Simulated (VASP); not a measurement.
# InSe (Cm) in VASP: single point with PBEsol

Aim: the single point of InSe with PBEsol.

Everything below comes from runs of VASP 6.6.1. Logs are shortened: lines on timing, memory, paths and dates and some standing lists are left out, and cuts for length are marked.

**1. The cell of the first run**

Symmetry: Cm, No. 8, monoclinic system. The conventional cell has a = 11.750 Å, b = 4.111 Å, c = 4.564 Å, α = 90.00°, β = 110.64°, γ = 90.00°. In (site symmetry m) has 3 Se at 2.37 to 2.70 Å and 1 In at 2.79 Å within 3.1 Å. In (site symmetry m) has 3 Se at 2.67 to 2.70 Å and 1 In at 2.79 Å within 3.5 Å. Se (site symmetry m) has 3 In at 2.37 to 2.70 Å within 3.1 Å. Within 3.5 Å of Se (site symmetry m) lie 3 In at 2.67 to 2.70 Å and 2 Se at 3.47 Å.

**2. Single point, PBEsol (atom 3 (Se) moved +0.300 Å towards its neighbour atom 1 (In) at 2.673 Å)**

INCAR reads:

```
  PREC = Accurate
  ENCUT = 520
  EDIFF = 1E-7
  ISMEAR = 0
  SIGMA = 0.05
  LREAL = F
  LASPH = T
  NELM = 100
  ALGO = Normal
  ISIF = 2
  LWAVE = F
  LCHARG = F
  GGA = PS
  NBANDS = 27
```

KPOINTS reads:

```
Automatic mesh
0
Gamma
  8 8 6
```

POSCAR reads:

```
InSe
1.0
    5.8749264423     -2.0552742521     -0.0052948673
    5.8749264423      2.0552742521     -0.0052948673
   -1.6051187023      0.0000000000      4.2720903652
In Se
2 2
Direct
    0.8858026589      0.8858026589      0.0290539339
    0.1141973411      0.1141973411      0.9709460661
    0.6806574876      0.6806574876      0.6814357359
    0.3452787783      0.3452787783      0.3625132294
```

Potentials or basis: VASP PAW PBE potentials, release 64 (In_d, Se).

Started as:

```console
cat potpaw_PBE.64/In_d/POTCAR potpaw_PBE.64/Se/POTCAR > POTCAR
mpirun -np 1 vasp_std > vasp.out
```

OUTCAR:

```text
PREC = Accurate
   ENCUT = 520
   EDIFF = 1E-7
   ISMEAR = 0
   LREAL = F
   LASPH = T
   NELM = 100
   ISIF = 2
   GGA = PS

 ion  position               nearest neighbor table
   1  0.886  0.886  0.029-   3 2.37   4 2.70   4 2.70   2 2.79   2 3.73   2 3.73
   2  0.114  0.114  0.971-   4 2.67   3 2.70   3 2.70   1 2.79   1 3.73   1 3.73
   3  0.681  0.681  0.681-   1 2.37   2 2.70   2 2.70
   4  0.345  0.345  0.363-   2 2.67   1 2.70   1 2.70

  LATTYP: Found a base centered monoclinic cell.
 ALAT       =    11.7498576567
 B/A-ratio  =     0.3498381533
 C/A-ratio  =     0.3884028818
 COS(beta)  =    -0.3525595217

  Lattice vectors:

 A1 = (   5.8749264423,  -2.0552742521,  -0.0052948673)
 A2 = (   5.8749264423,   2.0552742521,  -0.0052948673)
 A3 = (  -1.6051187023,   0.0000000000,   4.2720903652)

Analysis of symmetry for initial positions (statically):
=====================================================================
 Subroutine PRICEL returns:
 Original cell was already a primitive cell.

 Routine SETGRP: Setting up the symmetry group for a
 base centered monoclinic supercell.

 Subroutine GETGRP returns: Found  2 space group operations
 (whereof  2 operations were pure point group operations)
 out of a pool of  4 trial point group operations.

The static configuration has the point symmetry C_1h.

Analysis of symmetry for dynamics (positions and initial velocities):
=====================================================================
 Subroutine PRICEL returns:
 Original cell was already a primitive cell.

 Routine SETGRP: Setting up the symmetry group for a
 base centered monoclinic supercell.

 Subroutine GETGRP returns: Found  2 space group operations
 (whereof  2 operations were pure point group operations)
 out of a pool of  4 trial point group operations.

The dynamic configuration has the point symmetry C_1h.

 Subroutine INISYM returns: Found  2 space group operations
 (whereof  2 operations are pure point group operations),
 and found     1 'primitive' translations

----------------------------------------------------------------------------------------

                                     Primitive cell

  volume of cell :     103.1325

  direct lattice vectors                    reciprocal lattice vectors
     5.874926442 -2.055274252 -0.005294867     0.085136278 -0.243276536  0.031987580
     5.874926442  2.055274252 -0.005294867     0.085136278  0.243276536  0.031987580
    -1.605118702  0.000000000  4.272090365     0.000211037  0.000000000  0.234156737

  length of vectors
     6.224061455  6.224061455  4.563678575     0.259720742  0.259720742  0.234156832

  position of ions in fractional coordinates (direct lattice)
     0.885802659  0.885802659  0.029053934
     0.114197341  0.114197341  0.970946066
     0.680657488  0.680657488  0.681435736
     0.345278778  0.345278778  0.362513229

  ion indices of the primitive-cell ions
   primitive index   ion index
                 1           1
                 2           2
                 3           3
                 4           4

----------------------------------------------------------------------------------------

 KPOINTS: Automatic mesh

Automatic generation of k-mesh.
 Grid dimensions read from file:
 generate k-points for:    8    8    6

 Generating k-lattice:

  Cartesian coordinates                     Fractional coordinates (reciprocal lattice)
     0.010642035 -0.030409567  0.003998447     0.125000000 -0.000000000  0.000000000
     0.010642035  0.030409567  0.003998447    -0.000000000  0.125000000  0.000000000
     0.000035173  0.000000000  0.039026123     0.000000000  0.000000000  0.166666667

  Length of vectors
     0.032465093  0.032465093  0.039026139

  Shift w.r.t. Gamma in fractional coordinates (k-lattice)
     0.000000000  0.000000000  0.000000000

 Subroutine IBZKPT returns following result:
 ===========================================

 Found    114 irreducible k-points:

 Following reciprocal coordinates:
            Coordinates               Weight
  0.000000  0.000000  0.000000      1.000000
  0.125000  0.000000  0.000000      4.000000
  0.250000  0.000000  0.000000      4.000000
  0.375000  0.000000  0.000000      4.000000
  0.500000  0.000000  0.000000      2.000000
  0.125000  0.125000  0.000000      2.000000
[... 16 lines left out ...]
  0.125000  0.000000  0.166667      4.000000
  0.250000  0.000000  0.166667      4.000000
 [... further k-points ...]
   k-points           NKPTS =    114   k-points in BZ     NKDIM =    114   number of bands    NBANDS=     27
   number of dos      NEDOS =    301   number of ions     NIONS =      4
   total plane-waves  NPLWV =  82944
   dimension x,y,z NGX =    48 NGY =   48 NGZ =   36
   dimension x,y,z NGXF=    96 NGYF=   96 NGZF=   72
   ions per type =               2   2
   NGX,Y,Z   is equivalent  to a cutoff of  12.82, 12.82, 13.11 a.u.
   NGXF,Y,Z  is equivalent  to a cutoff of  25.64, 25.64, 26.23 a.u.
 SYSTEM =  unknown system
   PREC   = accura    normal or accurate (medium, high low for compatibility)
   ISTART =      0    job   : 0-new  1-cont  2-samecut
   ICHARG =      2    charge: 1-file 2-atom 10-const
   ISPIN  =      1    spin polarized calculation?
   LNONCOLLINEAR =      F non collinear calculations
   LSORBIT =      F    spin-orbit coupling
   LASPH  =      T    aspherical Exc in radial PAW
   ENCUT  =  520.0 eV  38.22 Ry    6.18 a.u.  11.57 11.57  8.49*2*pi/ulx,y,z
   NELM   =    100;   NELMIN=  2; NELMDL= -5     # of ELM steps
   EDIFF  = 0.1E-06   stopping-criterion for ELM
   LREAL  =      F    real-space projection
   EDIFFG = 0.1E-05   stopping-criterion for IOM
   NSW    =      0    number of steps for IOM
   IBRION =     -1    ionic relax: 0-MD 1-quasi-New 2-CG
   NFREE  =      0    steps in history (QN), initial steepest desc. (CG)
   ISIF   =      2    stress and relaxation
   ISYM   =      2    0-nonsym 1-usesym 2-fastsym
   POTIM  = 0.5000    time-step for ionic-motion
   TEBEG  =    0.0;   TEEND  =   0.0 temperature during run
   PSTRESS=    0.0 pullay stress
   NELECT =      38.0000    total number of electrons
   NUPDOWN=      -1.0000    fix difference up-down
   EMIN   =  10.00;   EMAX   =-10.00  energy-range for DOS
   EFERMI =   0.00;   METHOD = LEGACY
   ISMEAR =     0;   SIGMA  =   0.05  broadening in eV -4-tet -1-fermi 0-gaus
   EFERMI_NEDOS =   21; number of points for ismear=-14 and -15
   IALGO  =     38    algorithm
   IMIX   =      4    mixing-type and parameters
     AMIX     =   0.40;   BMIX     =  1.00
     AMIX_MAG =   1.60;   BMIX_MAG =  1.00
  volume/ion in A,a.u.               =      25.78       173.99
  Fermi-wavevector in a.u.,A,eV,Ry     =   1.173647  2.217871 18.741310  1.377447
  Thomas-Fermi vector in A             =   2.310057
   LORBIT       =      0    0 simple, 1 ext, 2 COOP (PROOUT), +10 PAW based schemes
   GGA     = PS    functional components
   LHFCALC =     F    Hartree Fock is set to
   AEXX    =    0.0000 exact exchange contribution
   IVDW    =     0    specifies the selected vdW correction
   LEPSILON=     F    determine dielectric tensor
   LRPA    =     F    only Hartree local field effects (RPA)
 non-spin polarized calculation
 Gauss-broadening in eV      SIGMA  =   0.05
  energy-cutoff  :      520.00
  volume of cell :      103.13
 maximum number of plane-waves:      2803
 NGX is ok and might be reduce to    48
   NGX = 23   NGY = 23   NGZ = 17

 number of electron      38.0000000 magnetization

 Free energy of the ion-electron system (eV)
  ---------------------------------------------------
  ext. energy  EPLUGINS =         0.00000000
  ---------------------------------------------------
  free energy    TOTEN  =       -15.16043607 eV

  energy without entropy =      -15.16043607  energy(sigma->0) =      -15.16043607

 E-fermi :   5.1670     XC(G=0):  -9.7783

 val. band max:        4.8922039119   @ k =  -0.2500  -0.2500   0.3333
 cond. band min:       6.0055526150   @ k =  -0.3750   0.3750   0.5000
 fundamental gap:      1.1133487031
 Fermi energy:         5.1670040092

 k-point     1 :       0.0000    0.0000    0.0000
  band No.  band energies     occupation
      1     -10.0233      2.00000
      2      -9.6357      2.00000
      3      -9.4092      2.00000
      4      -9.3990      2.00000
      5      -9.3535      2.00000
      6      -9.3500      2.00000
[... 19 lines left out ...]
     26      11.9578      0.00000
     27      13.8684      0.00000

 k-point     2 :       0.1250    0.0000    0.0000
  band No.  band energies     occupation
      1     -10.0200      2.00000
      2      -9.6364      2.00000
      3      -9.4683      2.00000
      4      -9.4039      2.00000
      5      -9.3673      2.00000
      6      -9.3441      2.00000
[... 19 lines left out ...]
     26      12.0458      0.00000
     27      13.8769      0.00000

 k-point     3 :       0.2500    0.0000    0.0000
  band No.  band energies     occupation
      1     -10.0132      2.00000
      2      -9.6450      2.00000
      3      -9.5354      2.00000
      4      -9.4137      2.00000
      5      -9.3785      2.00000
      6      -9.3451      2.00000
[... 19 lines left out ...]
     26      11.8709      0.00000
     27      13.0619      0.00000

 k-point     4 :       0.3750    0.0000    0.0000
  band No.  band energies     occupation
      1     -10.0083      2.00000
      2      -9.6637      2.00000
      3      -9.5532      2.00000
      4      -9.4470      2.00000
      5      -9.3734      2.00000
      6      -9.3520      2.00000
[... 19 lines left out ...]
     26      12.6695      0.00000
     27      12.9723      0.00000
[... 516 lines left out ...]
      4      -9.4011      2.00000
      5      -9.3561      2.00000
      6      -9.3493      2.00000
[... 19 lines left out ...]
     26      12.1399      0.00000
     27      13.1251      0.00000

 k-point    23 :       0.1250    0.0000    0.1667
  band No.  band energies     occupation
      1     -10.0234      2.00000
      2      -9.6394      2.00000
      3      -9.4610      2.00000
      4      -9.3962      2.00000
      5      -9.3695      2.00000
      6      -9.3426      2.00000
[... 19 lines left out ...]
     26      11.5390      0.00000
     27      13.3096      0.00000

 k-point    24 :       0.2500    0.0000    0.1667
  band No.  band energies     occupation
      1     -10.0173      2.00000
      2      -9.6508      2.00000
      3      -9.5279      2.00000
      4      -9.4123      2.00000
      5      -9.3753      2.00000
      6      -9.3483      2.00000
[... 19 lines left out ...]
     26      11.7046      0.00000
     27      12.5130      0.00000

 [... further k-points ...]
[... 5 lines left out ...]
  --------------------------------------------------------------------------------------
  -------------------------------------------------------------------------------------
  Total        3.0327814      0.5619446      3.3925820      0.0000000      0.0000000      3.2654244
  in kB       47.1146679      8.7298858     52.7042185      0.0000000      0.0000000     50.7288088
  external PRESSURE =      36.1829241 kB  Pullay stress =       0.0000000 kB

 VOLUME and BASIS-vectors are now :
 -----------------------------------------------------------------------------
  energy-cutoff  :      520.00
  volume of cell :      103.13
      direct lattice vectors                 reciprocal lattice vectors
     5.874926442 -2.055274252 -0.005294867     0.085136278 -0.243276536  0.031987580
     5.874926442  2.055274252 -0.005294867     0.085136278  0.243276536  0.031987580
    -1.605118702  0.000000000  4.272090365     0.000211037  0.000000000  0.234156737

 POSITION                                       TOTAL-FORCE (eV/Angst)
 -----------------------------------------------------------------------------------
     10.36142      0.00000      0.11474         1.942669      0.000000      1.611007
     -0.21668      0.00000      4.14676        -0.002228      0.000000      0.107261
      6.90384      0.00000      2.90395        -2.322133      0.000000     -2.102072
      3.47510      0.00000      1.54503         0.381692      0.000000      0.383804
 -----------------------------------------------------------------------------------
    total drift:                                0.000131     -0.000000      0.000121

  FREE ENERGIE OF THE ION-ELECTRON SYSTEM (eV)
  ---------------------------------------------------
  free  energy   TOTEN  =       -15.1604360653 eV

  energy  without entropy=      -15.1604360653  energy(sigma->0) =      -15.16043607
```

Run time: 2.6 min. Hardware: 1 thread of Intel Xeon 6975P-C (Granite Rapids), shared host; peak memory 0.46 GiB.

Results:

| Quantity | Value |
| --- | --- |
| Free energy | -15.1604 eV |
| Pressure | 3.6 GPa |
| Largest force | 3.132 eV/Å |
| Band gap on the k mesh | 1.11 eV, indirect (least direct gap 1.16 eV) |

Forces on the atoms (eV/Å):
```
In   1.943  0.000  1.611
In  -0.002  0.000  0.107
Se  -2.322  0.000 -2.102
Se   0.382  0.000  0.384
```

Levels at points of the mesh, in eV from the valence-band top:
```
           k point  band 16  band 17  band 18  band 19  band 20  band 21  band 22  band 23
(0.00, 0.00, 0.00)    -2.76    -2.62    -1.39    -1.17     2.85     3.29     3.98     4.57
(0.50, 0.00, 0.00)    -2.15    -1.77    -1.60    -1.35     1.67     2.49     3.48     3.60
(0.50, 0.50, 0.00)    -2.61    -0.87    -0.71    -0.22     1.12     2.49     2.97     4.47
(0.00, 0.00, 0.50)    -1.99    -1.51    -1.25    -0.56     1.13     2.18     3.36     3.70
(0.50, 0.00, 0.50)    -3.45    -2.59    -2.22    -1.59     2.21     3.05     3.80     5.06
(0.50, 0.50, 0.50)    -1.92    -1.43    -1.36    -0.70     2.20     2.80     3.30     4.30
```

Caveat: the cell differs from its parent crystal (atom 3 (Se) moved +0.300 Å towards its neighbour atom 1 (In) at 2.673 Å); the PAW data sets were made with another functional, which shifts forces and pressure a little; spin-orbit coupling is left out, which moves the levels of the heavy elements.
